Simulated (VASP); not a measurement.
# C (R-3m) in VASP: a series of runs

C is run at these levels: r2SCAN; tasks: single point.

Program: VASP 6.6.1. These are calculated values, not measurements. Logs are shortened: lines on timing, memory, paths and dates and some standing lists are left out, and cuts for length are marked.

**1. The cell of the first run**

Symmetry: R-3m, No. 166, trigonal system. Conventional cell: a = 2.490 Å, b = 2.490 Å, c = 9.771 Å, α = 90.00°, β = 90.00°, γ = 120.00°. Within 1.9 Å of C (site symmetry 3m) lie 3 C at 1.44 Å.

**2. Single point, r2SCAN**

The input, POSCAR:

```
C
1.0
    1.2448507159      0.7187148959      3.2571513611
   -1.2448507159      0.7187148959      3.2571513611
    0.0000000000     -1.4374297918      3.2571513611
C
2
Direct
    0.1640000000      0.1640000000      0.1640000000
    0.8360000000      0.8360000000      0.8360000000
```

The input, INCAR.step1:

```
  ALGO = Normal
  EDIFF = 1E-4
  ENCUT = 520
  GGA = PE
  ISMEAR = 0
  LASPH = T
  LCHARG = F
  LREAL = F
  LWAVE = T
  NBANDS = 11
  NELM = 80
  PREC = Accurate
  SIGMA = 0.05
```

The input, INCAR.step2:

```
  ALGO = Normal
  EDIFF = 1E-7
  ENCUT = 520
  ISIF = 2
  ISMEAR = 0
  ISTART = 1
  LASPH = T
  LCHARG = F
  LMIXTAU = T
  LREAL = F
  LWAVE = F
  METAGGA = R2SCAN
  NBANDS = 11
  NELM = 80
  PREC = Accurate
  SIGMA = 0.05
```

The input, KPOINTS:

```
k-points
0
Gamma
  12 12 12
```

Potentials or basis: VASP PAW PBE potentials, release 64 (C).

Run with:

```sh
$ cat potpaw_PBE.64/C/POTCAR > POTCAR
$ cp INCAR.step1 INCAR
$ mpirun -np 1 vasp_std > vasp.out
$ cp INCAR.step2 INCAR
$ mpirun -np 1 vasp_std > vasp.out
```

OUTCAR:

```text
EDIFF = 1E-7
   ENCUT = 520
   ISIF = 2
   ISMEAR = 0
   ISTART = 1
   LASPH = T
   LREAL = F
   METAGGA = R2SCAN
   NELM = 80
   PREC = Accurate

 ion  position               nearest neighbor table
   1  0.164  0.164  0.164-   2 1.44   2 1.44   2 1.44
   2  0.836  0.836  0.836-   1 1.44   1 1.44   1 1.44

  LATTYP: Found a trigonal (rhomboedric) cell.
 ALAT       =     3.5602302447
 COS(alpha) =     0.7554833867

  Lattice vectors:

 A1 = (   1.2448507159,   0.7187148959,   3.2571513611)
 A2 = (  -1.2448507159,   0.7187148959,   3.2571513611)
 A3 = (   0.0000000000,  -1.4374297918,   3.2571513611)

Analysis of symmetry for initial positions (statically):
=====================================================================
 Subroutine PRICEL returns:
 Original cell was already a primitive cell.

 Routine SETGRP: Setting up the symmetry group for a
 trigonal (rhombohedral) supercell.

 Subroutine GETGRP returns: Found 12 space group operations
 (whereof 12 operations were pure point group operations)
 out of a pool of 12 trial point group operations.

The static configuration has the point symmetry D_3d.

Analysis of symmetry for dynamics (positions and initial velocities):
=====================================================================
 Subroutine PRICEL returns:
 Original cell was already a primitive cell.

 Routine SETGRP: Setting up the symmetry group for a
 trigonal (rhombohedral) supercell.

 Subroutine GETGRP returns: Found 12 space group operations
 (whereof 12 operations were pure point group operations)
 out of a pool of 12 trial point group operations.

The dynamic configuration has the point symmetry D_3d.

 Subroutine INISYM returns: Found 12 space group operations
 (whereof 12 operations are pure point group operations),
 and found     1 'primitive' translations

----------------------------------------------------------------------------------------

                                     Primitive cell

  volume of cell :      17.4849

  direct lattice vectors                    reciprocal lattice vectors
     1.244850716  0.718714896  3.257151361     0.401654587  0.231895384  0.102338914
    -1.244850716  0.718714896  3.257151361    -0.401654587  0.231895384  0.102338914
     0.000000000 -1.437429792  3.257151361     0.000000000 -0.463790768  0.102338914

  length of vectors
     3.560230245  3.560230245  3.560230245     0.474947502  0.474947502  0.474947502

  position of ions in fractional coordinates (direct lattice)
     0.164000000  0.164000000  0.164000000
     0.836000000  0.836000000  0.836000000

  ion indices of the primitive-cell ions
   primitive index   ion index
                 1           1
                 2           2

----------------------------------------------------------------------------------------

 KPOINTS: k-points

Automatic generation of k-mesh.
 Grid dimensions read from file:
 generate k-points for:   12   12   12

 Generating k-lattice:

  Cartesian coordinates                     Fractional coordinates (reciprocal lattice)
     0.033471216  0.019324615  0.008528243     0.083333333  0.000000000  0.000000000
    -0.033471216  0.019324615  0.008528243     0.000000000  0.083333333  0.000000000
     0.000000000 -0.038649231  0.008528243     0.000000000  0.000000000  0.083333333

  Length of vectors
     0.039578958  0.039578958  0.039578958

  Shift w.r.t. Gamma in fractional coordinates (k-lattice)
     0.000000000  0.000000000  0.000000000

 Subroutine IBZKPT returns following result:
 ===========================================

 Found    189 irreducible k-points:

 Following reciprocal coordinates:
            Coordinates               Weight
  0.000000  0.000000  0.000000      1.000000
  0.083333  0.000000  0.000000      6.000000
  0.166667 -0.000000  0.000000      6.000000
  0.250000 -0.000000  0.000000      6.000000
  0.333333 -0.000000  0.000000      6.000000
  0.416667 -0.000000  0.000000      6.000000
[... 16 lines left out ...]
  0.500000  0.166667 -0.000000     12.000000
 -0.416667  0.166667 -0.000000     12.000000
 [... further k-points ...]
   k-points           NKPTS =    189   k-points in BZ     NKDIM =    189   number of bands    NBANDS=     11
   number of dos      NEDOS =    301   number of ions     NIONS =      2
   total plane-waves  NPLWV =  21952
   dimension x,y,z NGX =    28 NGY =   28 NGZ =   28
   dimension x,y,z NGXF=    56 NGYF=   56 NGZF=   56
   ions per type =               2
   NGX,Y,Z   is equivalent  to a cutoff of  13.07, 13.07, 13.07 a.u.
   NGXF,Y,Z  is equivalent  to a cutoff of  26.15, 26.15, 26.15 a.u.
 SYSTEM =  unknown system
   PREC   = accura    normal or accurate (medium, high low for compatibility)
   ISTART =      1    job   : 0-new  1-cont  2-samecut
   ICHARG =      0    charge: 1-file 2-atom 10-const
   ISPIN  =      1    spin polarized calculation?
   LNONCOLLINEAR =      F non collinear calculations
   LSORBIT =      F    spin-orbit coupling
[... 32 lines left out ...]
   LEPSILON=     F    determine dielectric tensor
   LRPA    =     F    only Hartree local field effects (RPA)
 non-spin polarized calculation
 Gauss-broadening in eV      SIGMA  =   0.05
  energy-cutoff  :      520.00
  volume of cell :       17.48
 maximum number of plane-waves:       481
   NGX = 13   NGY = 13   NGZ = 13

 number of electron       8.0000000 magnetization

 Free energy of the ion-electron system (eV)
  ---------------------------------------------------
  ext. energy  EPLUGINS =         0.00000000
  ---------------------------------------------------
  free energy    TOTEN  =       -19.82026123 eV

  energy without entropy =      -19.82026123  energy(sigma->0) =      -19.82026123

 E-fermi :   4.5429     XC(G=0): -11.2636

 val. band max:        4.2429588426   @ k =  -0.3333   0.3333   0.0000
 cond. band min:       5.1716984136   @ k =  -0.3333   0.3333   0.0000
 fundamental gap:      0.9287395710
 Fermi energy:         4.5428979426

 k-point     1 :       0.0000    0.0000    0.0000
  band No.  band energies     occupation
      1     -15.9545      2.00000
      2      -1.8132      2.00000
      3       1.5490      2.00000
      4       1.5490      2.00000
      5       9.5553      0.00000
      6      13.2198      0.00000
      7      13.2198      0.00000
      8      16.5986      0.00000
      9      17.1422      0.00000
     10      28.3232      0.00000
     11      32.4503      0.00000

 k-point     2 :       0.0833    0.0000    0.0000
  band No.  band energies     occupation
      1     -15.7797      2.00000
      2      -1.6441      2.00000
      3       0.8534      2.00000
      4       1.2029      2.00000
      5       9.7920      0.00000
      6      13.3033      0.00000
      7      13.9322      0.00000
      8      15.9967      0.00000
      9      17.4933      0.00000
     10      28.8565      0.00000
     11      30.2532      0.00000

 k-point     3 :       0.1667   -0.0000    0.0000
  band No.  band energies     occupation
      1     -15.2577      2.00000
      2      -1.1560      2.00000
      3      -0.8708      2.00000
      4       0.3926      2.00000
      5      10.4773      0.00000
      6      13.2452      0.00000
      7      14.4610      0.00000
      8      15.8193      0.00000
      9      18.5939      0.00000
     10      27.3228      0.00000
     11      29.0346      0.00000

 k-point     4 :       0.2500   -0.0000    0.0000
  band No.  band energies     occupation
      1     -14.3961      2.00000
      2      -3.1114      2.00000
      3      -0.5072      2.00000
      4      -0.3052      2.00000
      5      11.2023      0.00000
      6      12.6875      0.00000
      7      13.0819      0.00000
      8      18.4241      0.00000
      9      20.0673      0.00000
     10      25.1352      0.00000
     11      27.3523      0.00000
[... 239 lines left out ...]
 k-point    22 :       0.4167    0.1667    0.0000
  band No.  band energies     occupation
      1     -12.6545      2.00000
      2      -5.3448      2.00000
      3      -2.9888      2.00000
      4       0.8639      2.00000
      5       9.2790      0.00000
      6      14.8466      0.00000
      7      15.4924      0.00000
      8      17.7257      0.00000
      9      20.4934      0.00000
     10      24.5180      0.00000
     11      27.5230      0.00000

 k-point    23 :       0.5000    0.1667   -0.0000
  band No.  band energies     occupation
      1     -11.2115      2.00000
      2      -7.3514      2.00000
      3      -3.5852      2.00000
      4       2.1857      2.00000
      5       7.5252      0.00000
      6      15.1251      0.00000
      7      16.3184      0.00000
      8      18.5952      0.00000
      9      20.3805      0.00000
     10      24.0658      0.00000
     11      28.3614      0.00000

 k-point    24 :      -0.4167    0.1667   -0.0000
  band No.  band energies     occupation
      1     -10.0423      2.00000
      2      -8.7330      2.00000
      3      -3.7813      2.00000
      4       3.2872      2.00000
      5       6.3331      0.00000
      6      15.0396      0.00000
      7      16.7463      0.00000
      8      17.7429      0.00000
      9      21.0627      0.00000
     10      24.6273      0.00000
     11      28.6701      0.00000

 [... further k-points ...]
[... 5 lines left out ...]
  --------------------------------------------------------------------------------------
  -------------------------------------------------------------------------------------
  Total       -1.7696942     -1.7696942      0.2464386      0.0000000      0.0000000      0.0000000
  in kB     -162.1607330   -162.1607330     22.5816792      0.0000000      0.0000000      0.0000000
  external PRESSURE =    -100.5799289 kB  Pullay stress =       0.0000000 kB

 VOLUME and BASIS-vectors are now :
 -----------------------------------------------------------------------------
  energy-cutoff  :      520.00
  volume of cell :       17.48
      direct lattice vectors                 reciprocal lattice vectors
     1.244850716  0.718714896  3.257151361     0.401654587  0.231895384  0.102338914
    -1.244850716  0.718714896  3.257151361    -0.401654587  0.231895384  0.102338914
     0.000000000 -1.437429792  3.257151361     0.000000000 -0.463790768  0.102338914

 POSITION                                       TOTAL-FORCE (eV/Angst)
 -----------------------------------------------------------------------------------
      0.00000      0.00000      1.60252         0.000000      0.000000      0.860970
      0.00000      0.00000      8.16894         0.000000      0.000000     -0.860970
 -----------------------------------------------------------------------------------
    total drift:                                0.000000     -0.000000      0.000000

  FREE ENERGIE OF THE ION-ELECTRON SYSTEM (eV)
  ---------------------------------------------------
  free  energy   TOTEN  =       -19.8202612334 eV

  energy  without entropy=      -19.8202612334  energy(sigma->0) =      -19.82026123
```

Run time: 5.7 min. Hardware: 1 thread of Intel Xeon Platinum 8175M at 2.50GHz (Skylake/Cascade Lake), shared host; peak memory 0.17 GiB.

What came out:

* Free energy: -19.8203 eV
* Pressure: -10.1 GPa
* Largest force: 0.861 eV/Å
* Band gap on the k mesh: 0.93 eV, direct

Forces on the atoms (eV/Å):
```
C    0.000  0.000  0.861
C    0.000  0.000 -0.861
```

Levels at points of the mesh, in eV from the valence-band top:
```csv
k point,band 1,band 2,band 3,band 4,band 5,band 6,band 7,band 8
"(0.00, 0.00, 0.00)",-20.20,-6.06,-2.69,-2.69,5.31,8.98,8.98,12.36
"(0.50, 0.00, 0.00)",-14.75,-13.37,-6.15,-1.45,2.48,8.10,13.39,13.60
"(0.50, 0.50, 0.00)",-14.59,-13.26,-6.23,-2.46,1.91,7.59,14.18,17.09
"(0.50, 0.50, 0.50)",-19.82,-8.44,-2.72,-2.72,8.92,8.92,12.48,12.52
```

Caveat: the PAW data sets were made with another functional, which shifts forces and pressure a little. A k mesh can miss the band edges.

**3. Single point, r2SCAN**

This run uses another cell than the first one, of the same volume but with other edges.

The input, POSCAR:

```
C
1.0
    1.2082160057      0.6975638362      3.4576682195
   -1.2082160057      0.6975638362      3.4576682195
    0.0000000000     -1.3951276723      3.4576682195
C
2
Direct
    0.1640000000      0.1640000000      0.1640000000
    0.8360000000      0.8360000000      0.8360000000
```

The input, INCAR.step1:

```
SYSTEM = C
PREC = Accurate ; ENCUT = 520
ISMEAR = 0 ; SIGMA = 0.05
LREAL = .FALSE. ; LASPH = .TRUE.
NELM = 80 ; NBANDS = 11
GGA = PE ; ALGO = Normal
EDIFF = 1E-4 ; LWAVE = .TRUE.
LCHARG = .FALSE.
```

The input, INCAR.step2:

```
SYSTEM = C
PREC = Accurate ; ENCUT = 520
EDIFF = 1E-6 ; ISMEAR = 0
SIGMA = 0.05 ; LREAL = .FALSE.
LASPH = .TRUE. ; NELM = 80
ALGO = Normal ; ISIF = 2
LWAVE = .FALSE. ; LCHARG = .FALSE.
METAGGA = R2SCAN ; LMIXTAU = .TRUE.
NBANDS = 11 ; ISTART = 1
```

The input, KPOINTS:

```
Automatic mesh
0
G
  12 12 12
  0 0 0
```

Potentials or basis: VASP PAW PBE potentials, release 64 (C).

Run with:

```sh
$ cat potpaw_PBE.64/C/POTCAR > POTCAR
$ cp INCAR.step1 INCAR
$ mpirun -np 1 vasp_std > vasp.out
$ cp INCAR.step2 INCAR
$ mpirun -np 1 vasp_std > vasp.out
```

It took 5 min on 1 thread of Intel Xeon Platinum 8175M at 2.50GHz (Skylake/Cascade Lake), shared host; peak memory 0.17 GiB.

It converged, with:

| Item | Value |
| --- | --- |
| Free energy | -19.8065 eV |
| Pressure | 15.0 GPa |
| Largest force | 0.930 eV/Å |
| Band gap on the k mesh | 0.65 eV, direct |

Forces on the atoms (eV/Å):
```
C    0.000  0.000  0.930
C    0.000  0.000 -0.930
```

Stress tensor (GPa, compression positive):
```
22.73  0.00  0.00
 0.00 22.73  0.00
 0.00  0.00 -0.46
```

Levels at points of the mesh, in eV from the valence-band top:
```csv
k point,band 2,band 3,band 4,band 5,band 6,band 7
"(0.00, 0.00, 0.00)",-7.23,-2.83,-2.83,4.22,9.40,9.40
"(0.50, 0.00, 0.00)",-14.10,-6.59,-1.95,2.33,8.78,13.00
"(0.50, 0.50, 0.00)",-14.04,-6.63,-2.64,1.86,8.45,13.82
"(0.50, 0.50, 0.50)",-8.93,-2.84,-2.84,9.37,9.37,10.51
```

Caveat: the PAW data sets were made with another functional, which shifts forces and pressure a little.

**4. Single point, r2SCAN**

This run uses another cell than the first one, of the same volume but with other edges.

The input, POSCAR:

```
C
1.0
    1.3228512806      0.7637485429      2.8843665041
   -1.3228512806      0.7637485429      2.8843665041
    0.0000000000     -1.5274970859      2.8843665041
C
2
Direct
    0.1640000000      0.1640000000      0.1640000000
    0.8360000000      0.8360000000      0.8360000000
```

The input, INCAR.step1:

```
PREC = Accurate
ENCUT = 520
ISMEAR = 0
SIGMA = 0.05
LREAL = False
LASPH = True
NELM = 60
NBANDS = 11
GGA = PE
ALGO = Normal
EDIFF = 1E-4
LWAVE = True
LCHARG = False
```

The input, INCAR.step2:

```
PREC = Accurate
ENCUT = 520
EDIFF = 1E-6
ISMEAR = 0
SIGMA = 0.05
LREAL = False
LASPH = True
NELM = 60
ALGO = Normal
ISIF = 2
LWAVE = False
LCHARG = False
METAGGA = R2SCAN
LMIXTAU = True
NBANDS = 11
ISTART = 1
```

The input, KPOINTS:

```
Automatic mesh
0
Gamma
  12 12 12
```

Run with:

```sh
$ cat potpaw_PBE.64/C/POTCAR > POTCAR
$ cp INCAR.step1 INCAR
$ mpirun -np 1 vasp_std > vasp.out
$ cp INCAR.step2 INCAR
$ mpirun -np 1 vasp_std > vasp.out
```

Wall time 1.8 min (1 thread of Intel Xeon Platinum 8175M at 2.50GHz (Skylake/Cascade Lake), shared host); peak memory 0.15 GiB.

It converged, with:

| Quantity | Value |
| --- | --- |
| Free energy | -19.0647 eV |
| Pressure | -48.5 GPa |
| Largest force | 0.552 eV/Å |
| Band gap on the k mesh | 0.61 eV, direct |

Forces on the atoms (eV/Å):
```
C    0.000  0.000  0.552
C    0.000  0.000 -0.552
```

Stress tensor (GPa, compression positive):
```
-79.57   0.00   0.00
  0.00 -79.57   0.00
  0.00   0.00  13.78
```

Levels at points of the mesh, in eV from the valence-band top:
```
           k point  band 2  band 3  band 4  band 5  band 6  band 7
(0.00, 0.00, 0.00)   -4.15   -3.04   -3.04    7.29    7.53    7.53
(0.50, 0.00, 0.00)  -12.77   -5.89   -1.01    1.99    6.25   13.20
(0.50, 0.50, 0.00)  -12.50   -6.18   -2.93    1.33    5.16   14.37
(0.50, 0.50, 0.50)   -8.38   -3.16   -3.16    7.36    7.36    8.11
```

Caveat: the PAW data sets were made with another functional, which shifts forces and pressure a little. A k mesh can miss the band edges.

**5. Single point, r2SCAN**

This run uses another cell than the first one, of the same volume but with other edges.

The input, POSCAR:

```
C
1.0
    1.1251918219      0.6496298013      3.9867532204
   -1.1251918219      0.6496298013      3.9867532204
    0.0000000000     -1.2992596025      3.9867532204
C
2
Direct
    0.1640000000      0.1640000000      0.1640000000
    0.8360000000      0.8360000000      0.8360000000
```

The input, INCAR.step1:

```
PREC     = Accurate       # precision mode
ENCUT    = 520            # plane-wave cutoff, eV
ISMEAR   = 0              # smearing method
SIGMA    = 0.05           # smearing width, eV
LREAL    = F              # projectors in reciprocal space
LASPH    = T              # aspherical terms in the spheres
NELM     = 80             # most SCF steps
NBANDS   = 11             # bands
GGA      = PE             # functional
ALGO     = Normal         # electronic algorithm
EDIFF    = 1E-4           # SCF threshold, eV
LWAVE    = T              # write WAVECAR
LCHARG   = F              # write CHGCAR
```

The input, INCAR.step2:

```
PREC     = Accurate       # precision mode
ENCUT    = 520            # plane-wave cutoff, eV
EDIFF    = 1E-6           # SCF threshold, eV
ISMEAR   = 0              # smearing method
SIGMA    = 0.05           # smearing width, eV
LREAL    = F              # projectors in reciprocal space
LASPH    = T              # aspherical terms in the spheres
NELM     = 80             # most SCF steps
ALGO     = Normal         # electronic algorithm
ISIF     = 2              # what is computed and relaxed
LWAVE    = F              # write WAVECAR
LCHARG   = F              # write CHGCAR
METAGGA  = R2SCAN         # meta-GGA
LMIXTAU  = T            
NBANDS   = 11             # bands
ISTART   = 1
```

The input, KPOINTS:

```
regular mesh
0
Gamma
  12 12 12
```

Run with:

```sh
$ cat potpaw_PBE.64/C/POTCAR > POTCAR
$ cp INCAR.step1 INCAR
$ mpirun -np 1 vasp_std > vasp.out
$ cp INCAR.step2 INCAR
$ mpirun -np 1 vasp_std > vasp.out
```

Run time: 4 min. Hardware: 1 thread of Intel Xeon Platinum 8175M at 2.50GHz (Skylake/Cascade Lake), shared host; peak memory 0.18 GiB.

Results (log left out):

```
Free energy            : -18.5785 eV
Pressure               : 90.9 GPa
Largest force          : 0.908 eV/Å
Band gap on the k mesh : 0.23 eV, direct
```

Forces on the atoms (eV/Å):
```
C    0.000  0.000  0.908
C    0.000  0.000 -0.908
```

Stress tensor (GPa, compression positive):
```
137.41   0.00   0.00
  0.00 137.41   0.00
  0.00   0.00  -2.03
```

Levels at points of the mesh, in eV from the valence-band top:
```csv
k point,band 1,band 2,band 3,band 4,band 5,band 6,band 7,band 8
"(0.00, 0.00, 0.00)",-23.07,-9.70,-2.87,-2.87,2.29,10.73,10.73,16.29
"(0.50, 0.00, 0.00)",-16.14,-15.87,-7.46,-2.87,2.05,10.83,12.34,12.62
"(0.50, 0.50, 0.00)",-16.12,-15.86,-7.46,-3.12,1.83,10.74,13.28,14.36
"(0.50, 0.50, 0.50)",-23.01,-10.35,-2.87,-2.87,6.47,10.73,10.73,11.03
```

Caveat: the PAW data sets were made with another functional, which shifts forces and pressure a little.

**6. Summary**

| cell | gap on the mesh (eV) | pressure (GPa) | largest force (eV/Å) |
| --- | --- | --- | --- |
| a = 3.560 Å, angles 40.9°, 2 atoms | 0.93 | -10.1 | 0.86 |
| a = 3.729 Å, angles 37.8°, 2 atoms | 0.65 | 15.0 | 0.93 |
| a = 3.264 Å, angles 47.8°, 2 atoms | 0.61 | -48.5 | 0.55 |
| a = 4.193 Å, angles 31.1°, 2 atoms | 0.23 | 90.9 | 0.91 |

Alike in all rows: task single point; level r2SCAN; potentials or basis VASP PAW PBE potentials, release 64 (C); no spin polarisation; k mesh 12 × 12 × 12; cutoff (eV) 520; smearing gaussian 0.05 eV.

Caveats: the PAW data sets were made with another functional, which shifts forces and pressure a little.

Absolute energies hang on the potentials; compare differences alone.
